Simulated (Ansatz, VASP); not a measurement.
Two plane-wave programs on Hf

Contents of INCAR:

```
  PREC = Accurate
  ENCUT = 520
  EDIFF = 1E-6
  ISMEAR = 0
  SIGMA = 0.15
  LREAL = F
  LASPH = T
  NELM = 100
  ALGO = Fast
  ISIF = 2
  LWAVE = F
  LCHARG = T
  GGA = CA
  LELF = T
  LVHAR = T
  NBANDS = 11
```

The input KPOINTS:

```
Automatic mesh
0
Gamma
  20 20 20
```

Contents of POSCAR:

```
Hf
1.0
    0.0000000000      2.1797299617      2.3547622776
    2.1797299617      0.0000000000      2.3547622776
    2.1797299617      2.1797299617      0.0000000000
Hf
1
Direct
    0.0000000000      0.0000000000      0.0000000000
```

Input for Ansatz:

```yaml
crystal:
  lattice:
    - [0.0, 2.1797299617, 2.3547622776]
    - [2.1797299617, 0.0, 2.3547622776]
    - [2.1797299617, 2.1797299617, 0.0]
  atoms:
    - { symbol: Hf, position: [0.0, 0.0, 0.0] }
basis:
  ecutwfc: 420
kpoints:
  mp_grid: { grid: [20, 20, 20] }
hamiltonian:
  xc: lda
scf:
  occupations: { method: gaussian, width: 0.15 }
output:
  forces: true
  stress: true
  eigenvalues: true
```

Alike in both runs: task single point; functional LDA; k mesh 20 × 20 × 20; occupations gaussian, width 0.15 eV; no spin polarisation.

|  | VASP | Ansatz |
| --- | --- | --- |
| version | VASP 6.6.1 | Ansatz 0.2.0 |
| potentials or method | VASP PAW LDA potentials, release 64 (Hf_pv), cutoff 520 eV | scalar-relativistic, plane waves, PAW |
| valence electrons in the cell | 10 | 26 |

Ansatz gave:

```
gap on the k mesh at the Fermi level (eV)                     : none
pressure (GPa)                                                : -7.7
traceless stress, the component that is largest in VASP (GPa) : -2.53
```

What did VASP give for the same quantities?

gap on the k mesh at the Fermi level (eV): none; pressure (GPa): -7.8; traceless stress, the component that is largest in VASP (GPa): -2.52.

LDA's correlation is that of Perdew and Zunger in VASP and of Perdew and Wang (1992) in Ansatz. A gap of «none» marks a metal or a gap that the smearing closes. VASP's potentials hold 10 valence electrons a cell and Ansatz's 26, so a difference there can come from the potentials and not from the codes.

Spin-orbit coupling is off throughout.
